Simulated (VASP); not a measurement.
# I (Fd-3m) in VASP: notebook

I is run at these levels: PBE; tasks: single point.

Program: VASP 6.6.1. These are calculated values, not measurements. Logs are shortened: lines on timing, memory, paths and dates and some standing lists are left out, and cuts for length are marked.

### 1 The cell of the first run

It takes space group Fd-3m (No. 227, cubic). The conventional cell has a = 7.661 Å, b = 7.661 Å, c = 7.661 Å, α = 90.00°, β = 90.00°, γ = 90.00°. Within 4.4 Å of I (site symmetry -43m) lie 4 I at 3.32 Å.

### 2 Single point, PBE (56.21 Å³/atom)

Input file POSCAR:

```
I
1.0
    0.0000000000      3.8306891867      3.8306891867
    3.8306891867      0.0000000000      3.8306891867
    3.8306891867      3.8306891867      0.0000000000
I
2
Direct
   -0.1250000000     -0.1250000000     -0.1250000000
    0.1250000000      0.1250000000      0.1250000000
```

Input file INCAR.step1:

```
SYSTEM = I
PREC     = Accurate       ! precision mode
ENCUT    = 520            ! plane-wave cutoff, eV
EDIFF    = 1E-6           ! SCF threshold, eV
ISMEAR   = -1             ! smearing method
SIGMA    = 0.1            ! smearing width, eV
LREAL    = .False.        ! projectors in reciprocal space
LASPH    = .True.         ! aspherical terms in the spheres
NELM     = 60             ! most SCF steps
ALGO     = Normal         ! electronic algorithm
ISIF     = 2              ! what is computed and relaxed
LWAVE    = .False.        ! write WAVECAR
LCHARG   = .True.         ! write CHGCAR
GGA      = PE             ! functional
NBANDS   = 14             ! bands
```

Input file KPOINTS.step1:

```
Automatic mesh
0
Gamma
  10 10 10
  0 0 0
```

Input file INCAR.step2:

```
SYSTEM = I
PREC     = Accurate       ! precision mode
ENCUT    = 520            ! plane-wave cutoff, eV
EDIFF    = 1E-6           ! SCF threshold, eV
ISMEAR   = -5             ! smearing method
SIGMA    = 0.1            ! smearing width, eV
LREAL    = .False.        ! projectors in reciprocal space
LASPH    = .True.         ! aspherical terms in the spheres
NELM     = 60             ! most SCF steps
ALGO     = Normal         ! electronic algorithm
ISIF     = 2              ! what is computed and relaxed
LWAVE    = .False.        ! write WAVECAR
LCHARG   = .False.        ! write CHGCAR
GGA      = PE             ! functional
LORBIT   = 11             ! projections on sites
NEDOS    = 1001           ! points of the DOS
ICHARG   = 11             ! starting density
```

Input file KPOINTS.step2:

```
Automatic mesh
0
Gamma
  15 15 15
  0 0 0
```

Potentials or basis: VASP PAW PBE potentials, release 64 (I).

The run is started by

```bash
> cat potpaw_PBE.64/I/POTCAR > POTCAR
> cp INCAR.step1 INCAR
> cp KPOINTS.step1 KPOINTS
> mpirun -np 1 vasp_std > vasp.out
> cp INCAR.step2 INCAR
> cp KPOINTS.step2 KPOINTS
> mpirun -np 1 vasp_std > vasp.out
```

OUTCAR:

```text
SYSTEM = I
   PREC = Accurate
   ENCUT = 520
   EDIFF = 1E-6
   ISMEAR = -5
   LREAL = .False.
   LASPH = .True.
   NELM = 60
   ISIF = 2
   GGA = PE
   LORBIT = 11
   ICHARG = 11

 ion  position               nearest neighbor table
   1  0.875  0.875  0.875-   2 3.32   2 3.32   2 3.32   2 3.32
   2  0.125  0.125  0.125-   1 3.32   1 3.32   1 3.32   1 3.32

  LATTYP: Found a face centered cubic cell.
 ALAT       =     7.6613783734

  Lattice vectors:

 A1 = (   0.0000000000,   3.8306891867,   3.8306891867)
 A2 = (   3.8306891867,   0.0000000000,   3.8306891867)
 A3 = (   3.8306891867,   3.8306891867,   0.0000000000)

Analysis of symmetry for initial positions (statically):
=====================================================================
 Subroutine PRICEL returns:
 Original cell was already a primitive cell.

 Routine SETGRP: Setting up the symmetry group for a
 face centered cubic supercell.

 Subroutine GETGRP returns: Found 48 space group operations
 (whereof 12 operations were pure point group operations)
 out of a pool of 48 trial point group operations.

The static configuration has the point symmetry D_3d.
 The point group associated with its full space group is O_h .

Analysis of symmetry for dynamics (positions and initial velocities):
=====================================================================
 Subroutine PRICEL returns:
 Original cell was already a primitive cell.

 Routine SETGRP: Setting up the symmetry group for a
 face centered cubic supercell.

 Subroutine GETGRP returns: Found 48 space group operations
 (whereof 12 operations were pure point group operations)
 out of a pool of 48 trial point group operations.

The dynamic configuration has the point symmetry D_3d.
 The point group associated with its full space group is O_h .

 Subroutine INISYM returns: Found 48 space group operations
 (whereof 12 operations are pure point group operations),
 and found     1 'primitive' translations

----------------------------------------------------------------------------------------

                                     Primitive cell

  volume of cell :     112.4244

  direct lattice vectors                    reciprocal lattice vectors
     0.000000000  3.830689187  3.830689187    -0.130524816  0.130524816  0.130524816
     3.830689187  0.000000000  3.830689187     0.130524816 -0.130524816  0.130524816
     3.830689187  3.830689187  0.000000000     0.130524816  0.130524816 -0.130524816

  length of vectors
     5.417412601  5.417412601  5.417412601     0.226075612  0.226075612  0.226075612

  position of ions in fractional coordinates (direct lattice)
     0.875000000  0.875000000  0.875000000
     0.125000000  0.125000000  0.125000000

  ion indices of the primitive-cell ions
   primitive index   ion index
                 1           1
                 2           2

----------------------------------------------------------------------------------------

 KPOINTS: Automatic mesh

Automatic generation of k-mesh.
 Grid dimensions read from file:
 generate k-points for:   15   15   15

 Generating k-lattice:

  Cartesian coordinates                     Fractional coordinates (reciprocal lattice)
    -0.008701654  0.008701654  0.008701654     0.066666667  0.000000000  0.000000000
     0.008701654 -0.008701654  0.008701654     0.000000000  0.066666667  0.000000000
     0.008701654  0.008701654 -0.008701654     0.000000000  0.000000000  0.066666667

  Length of vectors
     0.015071707  0.015071707  0.015071707

  Shift w.r.t. Gamma in fractional coordinates (k-lattice)
     0.000000000  0.000000000  0.000000000

 TETIRR: Found    484 inequivalent tetrahedra from    20250

 Subroutine IBZKPT returns following result:
 ===========================================

 Found    120 irreducible k-points:

 Following reciprocal coordinates:
            Coordinates               Weight
  0.000000  0.000000  0.000000      1.000000
  0.066667  0.000000  0.000000      8.000000
  0.133333  0.000000  0.000000      8.000000
  0.200000  0.000000  0.000000      8.000000
  0.266667  0.000000  0.000000      8.000000
  0.333333  0.000000  0.000000      8.000000
[... 16 lines left out ...]
  0.133333  0.133333  0.000000      6.000000
  0.200000  0.133333  0.000000     24.000000
 [... further k-points ...]
   k-points           NKPTS =    120   k-points in BZ     NKDIM =    120   number of bands    NBANDS=     11
   number of dos      NEDOS =   1001   number of ions     NIONS =      2
   total plane-waves  NPLWV =  64000
   dimension x,y,z NGX =    40 NGY =   40 NGZ =   40
   dimension x,y,z NGXF=    80 NGYF=   80 NGZF=   80
   ions per type =               2
   NGX,Y,Z   is equivalent  to a cutoff of  12.27, 12.27, 12.27 a.u.
   NGXF,Y,Z  is equivalent  to a cutoff of  24.55, 24.55, 24.55 a.u.
 SYSTEM =  I
   PREC   = accura    normal or accurate (medium, high low for compatibility)
   ISTART =      0    job   : 0-new  1-cont  2-samecut
   ICHARG =     11    charge: 1-file 2-atom 10-const
   ISPIN  =      1    spin polarized calculation?
   LNONCOLLINEAR =      F non collinear calculations
   LSORBIT =      F    spin-orbit coupling
   LASPH  =      T    aspherical Exc in radial PAW
   ENCUT  =  520.0 eV  38.22 Ry    6.18 a.u.  10.07 10.07 10.07*2*pi/ulx,y,z
   NELM   =     60;   NELMIN=  2; NELMDL=  0     # of ELM steps
   EDIFF  = 0.1E-05   stopping-criterion for ELM
   LREAL  =      F    real-space projection
   EDIFFG = 0.1E-04   stopping-criterion for IOM
   NSW    =      0    number of steps for IOM
   IBRION =     -1    ionic relax: 0-MD 1-quasi-New 2-CG
   NFREE  =      0    steps in history (QN), initial steepest desc. (CG)
   ISIF   =      2    stress and relaxation
   ISYM   =      2    0-nonsym 1-usesym 2-fastsym
   POTIM  = 0.5000    time-step for ionic-motion
   TEBEG  =    0.0;   TEEND  =   0.0 temperature during run
   PSTRESS=    0.0 pullay stress
   NELECT =      14.0000    total number of electrons
   NUPDOWN=      -1.0000    fix difference up-down
   EMIN   =  10.00;   EMAX   =-10.00  energy-range for DOS
   EFERMI =   0.00;   METHOD = LEGACY
   ISMEAR =    -5;   SIGMA  =   0.10  broadening in eV -4-tet -1-fermi 0-gaus
   EFERMI_NEDOS =   21; number of points for ismear=-14 and -15
   IALGO  =     38    algorithm
   IMIX   =      4    mixing-type and parameters
     AMIX     =   0.40;   BMIX     =  1.00
     AMIX_MAG =   1.60;   BMIX_MAG =  1.00
  volume/ion in A,a.u.               =      56.21       379.34
  Fermi-wavevector in a.u.,A,eV,Ry     =   0.817518  1.544885  9.093256  0.668335
  Thomas-Fermi vector in A             =   1.927980
   LORBIT       =     11    0 simple, 1 ext, 2 COOP (PROOUT), +10 PAW based schemes
   GGA     = PE    functional components
   LHFCALC =     F    Hartree Fock is set to
   AEXX    =    0.0000 exact exchange contribution
   IVDW    =     0    specifies the selected vdW correction
   LEPSILON=     F    determine dielectric tensor
   LRPA    =     F    only Hartree local field effects (RPA)
 non-spin polarized calculation
 Fermi weights with tetrahedron method with Bloechl corrections
  energy-cutoff  :      520.00
  volume of cell :      112.42
 maximum number of plane-waves:      3048

 number of electron      14.0000000 magnetization

 Free energy of the ion-electron system (eV)
  ---------------------------------------------------
  ext. energy  EPLUGINS =         0.00000000
  ---------------------------------------------------
  free energy    TOTEN  =        -1.92074390 eV

  energy without entropy =       -1.92074390  energy(sigma->0) =       -1.92074390

 E-fermi :   0.9394     XC(G=0):  -6.6741

 val. band max:        0.9365198451   @ k =   0.4000   0.2667   0.0667
 cond. band min:       0.9430976562   @ k =  -0.3333   0.3333   0.0000
 fundamental gap:      0.0065778111
 Fermi energy:         0.9394007215

 k-point     1 :       0.0000    0.0000    0.0000
  band No.  band energies     occupation
      1     -12.2797      2.00000
      2     -10.1135      2.00000
      3      -1.8797      2.00000
      4      -1.8797      2.00000
      5      -1.8797      2.00000
      6      -0.0266      2.00000
      7      -0.0266      2.00000
      8      -0.0266      2.00000
      9       5.2690      0.00000
     10       7.7076      0.00000
     11       7.7076      0.00000

 k-point     2 :       0.0667    0.0000    0.0000
  band No.  band energies     occupation
      1     -12.2654      2.00000
      2     -10.1369      2.00000
      3      -1.9006      2.00000
      4      -1.9006      2.00000
      5      -1.8923      2.00000
      6      -0.0027      2.00000
      7       0.0040      2.00000
      8       0.0040      2.00000
      9       5.3516      0.00000
     10       7.6359      0.00000
     11       7.6359      0.00000

 k-point     3 :       0.1333    0.0000    0.0000
  band No.  band energies     occupation
      1     -12.2234      2.00000
      2     -10.2043      2.00000
      3      -1.9564      2.00000
      4      -1.9564      2.00000
      5      -1.9305      2.00000
      6       0.0724      2.00000
      7       0.0870      2.00000
      8       0.0870      2.00000
      9       5.5823      0.00000
     10       7.4999      0.00000
     11       7.4999      0.00000
[... 267 lines left out ...]
 k-point    23 :       0.1333    0.1333    0.0000
  band No.  band energies     occupation
      1     -12.2037      2.00000
      2     -10.2353      2.00000
      3      -2.0589      2.00000
      4      -2.0589      2.00000
      5      -1.7542      2.00000
      6      -0.1582      2.00000
      7       0.2380      2.00000
      8       0.2380      2.00000
      9       5.6949      0.00000
     10       7.0565      0.00000
     11       7.8683      0.00000

 k-point    24 :       0.2000    0.1333    0.0000
  band No.  band energies     occupation
      1     -12.1529      2.00000
      2     -10.3133      2.00000
      3      -2.1469      2.00000
      4      -2.1379      2.00000
      5      -1.7114      2.00000
      6      -0.1826      2.00000
      7       0.3633      2.00000
      8       0.3719      2.00000
      9       5.9521      0.00000
     10       6.8692      0.00000
     11       7.8973      0.00000

 [... further k-points ...]

------------------------ aborting loop because EDIFF is reached ----------------------------------------

  FORCE on cell =-STRESS in cart. coord.  units (eV):
  Direction    XX          YY          ZZ          XY          YZ          ZX
  --------------------------------------------------------------------------------------
  -------------------------------------------------------------------------------------
  Total        0.5721901      0.5721901      0.5721901     -0.0000000      0.0000000     -0.0000000
  in kB        8.1543649      8.1543649      8.1543649     -0.0000000      0.0000000     -0.0000000
  external PRESSURE =       8.1543649 kB  Pullay stress =       0.0000000 kB

 VOLUME and BASIS-vectors are now :
 -----------------------------------------------------------------------------
  energy-cutoff  :      520.00
  volume of cell :      112.42
      direct lattice vectors                 reciprocal lattice vectors
     0.000000000  3.830689187  3.830689187    -0.130524816  0.130524816  0.130524816
     3.830689187  0.000000000  3.830689187     0.130524816 -0.130524816  0.130524816
     3.830689187  3.830689187  0.000000000     0.130524816  0.130524816 -0.130524816

 POSITION                                       TOTAL-FORCE (eV/Angst)
 -----------------------------------------------------------------------------------
      6.70371      6.70371      6.70371        -0.000000      0.000000     -0.000000
      0.95767      0.95767      0.95767         0.000000     -0.000000      0.000000
 -----------------------------------------------------------------------------------
    total drift:                                0.000000      0.000000     -0.000000

  FREE ENERGIE OF THE ION-ELECTRON SYSTEM (eV)
  ---------------------------------------------------
  free  energy   TOTEN  =        -1.9207438982 eV

  energy  without entropy=       -1.9207438982  energy(sigma->0) =       -1.92074390

 total charge

# of ion       s       p       d       tot
------------------------------------------
    1        1.550   2.607   0.019   4.177
    2        1.550   2.607   0.019   4.177
--------------------------------------------------
tot          3.100   5.215   0.039   8.354
```

It took 75 s on 1 thread of AMD EPYC 9R45 (Zen 5), shared host; peak memory 0.28 GiB.

Results:

| Quantity | Value |
| --- | --- |
| Valence electrons inside the program's atomic spheres | I 4.18 |

Caveat: spin-orbit coupling is left out, which moves the levels of the heavy elements; tetrahedron occupations give inexact forces and stress in metals.

### 3 Single point, PBE

This run uses another cell than the first one, of 61.10 Å³/atom.

Input file POSCAR:

```
I
1.0
    0.0000000000      3.9386522685      3.9386522685
    3.9386522685      0.0000000000      3.9386522685
    3.9386522685      3.9386522685      0.0000000000
I
2
Direct
   -0.1250000000     -0.1250000000     -0.1250000000
    0.1250000000      0.1250000000      0.1250000000
```

Input file INCAR.step1:

```
PREC = Accurate
ENCUT = 520
EDIFF = 1E-6
ISMEAR = -1
SIGMA = 0.1
LREAL = False
LASPH = True
NELM = 60
ALGO = Normal
ISIF = 2
LWAVE = False
LCHARG = True
GGA = PE
NBANDS = 14
```

Input file KPOINTS.step1:

```
regular mesh
0
Gamma
  10 10 10
```

Input file INCAR.step2:

```
PREC = Accurate
ENCUT = 520
EDIFF = 1E-6
ISMEAR = -5
SIGMA = 0.1
LREAL = False
LASPH = True
NELM = 60
ALGO = Normal
ISIF = 2
LWAVE = False
LCHARG = False
GGA = PE
LORBIT = 10
NBANDS = 14
NEDOS = 1001
ICHARG = 11
```

Input file KPOINTS.step2:

```
regular mesh
0
Gamma
  15 15 15
```

Potentials or basis: VASP PAW PBE potentials, release 64 (I).

The run is started by

```bash
> cat potpaw_PBE.64/I/POTCAR > POTCAR
> cp INCAR.step1 INCAR
> cp KPOINTS.step1 KPOINTS
> mpirun -np 1 vasp_std > vasp.out
> cp INCAR.step2 INCAR
> cp KPOINTS.step2 KPOINTS
> mpirun -np 1 vasp_std > vasp.out
```

Run time: 99 s. Hardware: 1 thread of AMD EPYC 9R45 (Zen 5), shared host; peak memory 0.31 GiB.

Results (log left out):

```
Valence electrons inside the program's atomic spheres : I 4.16
```

Levels at points of the mesh, in eV from the Fermi level:
```
           k point  band 5  band 6  band 7  band 8  band 9  band 10
(0.00, 0.00, 0.00)   -2.50   -0.82   -0.82   -0.82    4.46     6.96
```

Caveat: spin-orbit coupling is left out, which moves the levels of the heavy elements; tetrahedron occupations give inexact forces and stress in metals.
